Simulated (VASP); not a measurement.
# K: single point with r2SCAN

Crystal: K.

```
K
1.0
     2.43796   -4.04761    0.00000
     2.43796    4.04761    0.00000
     0.00000    0.00000    7.81180
K
2
Direct
  0.82061 0.17939 0.25000
  0.17939 0.82061 0.75000
```

```
Program                : VASP 6.6.1
Task                   : single point
Functional             : r2SCAN
Potentials or basis    : VASP PAW PBE potentials, release 64 (K_sv)
Cutoff                 : 520 eV
k mesh                 : 4 × 4 × 4
Occupations            : gaussian, width 0.1 eV
Spin                   : no spin polarisation
Dipole correction      : no
Further INCAR settings : ALGO = Normal; EDIFF = 1e-06; NBANDS = 16
```

```
Pressure               : 0.0 GPa
Band gap on the k mesh : zero (band 9 reaches 0.60 eV, above the bottom of band 10 at -1.67 eV)
```

Stress tensor (GPa, compression positive):
```
-0.12  0.00  0.00
 0.00  0.02  0.00
 0.00  0.00  0.09
```

Levels at points of the mesh, in eV from the Fermi level:
```
           k point  band 6  band 7  band 8  band 9  band 10  band 11  band 12  band 13
(0.00, 0.00, 0.00)  -16.34  -16.34  -16.34   -2.22     0.46     0.48     4.27     4.55
(0.50, 0.00, 0.00)  -16.36  -16.35  -16.35    0.16     0.18     1.78     2.21     2.34
(0.50, 0.50, 0.00)  -16.36  -16.35  -16.35    0.31     0.31     1.75     2.11     2.65
(0.00, 0.00, 0.50)  -16.34  -16.34  -16.34   -1.49    -1.49     2.98     2.98     4.41
(0.50, 0.00, 0.50)  -16.35  -16.35  -16.35    0.69     0.69     0.82     0.82     3.38
(0.50, 0.50, 0.50)  -16.36  -16.35  -16.35    0.78     0.78     0.99     0.99     3.40
```

It took 90 s on 1 thread of Intel(R) Xeon(R) 6975P-C (Granite Rapids), on a shared host, peak memory 0.29 GiB.

Caveat: the k points lie up to 0.38 Å⁻¹ apart; the PAW data sets were made with another functional, which shifts forces and pressure a little.
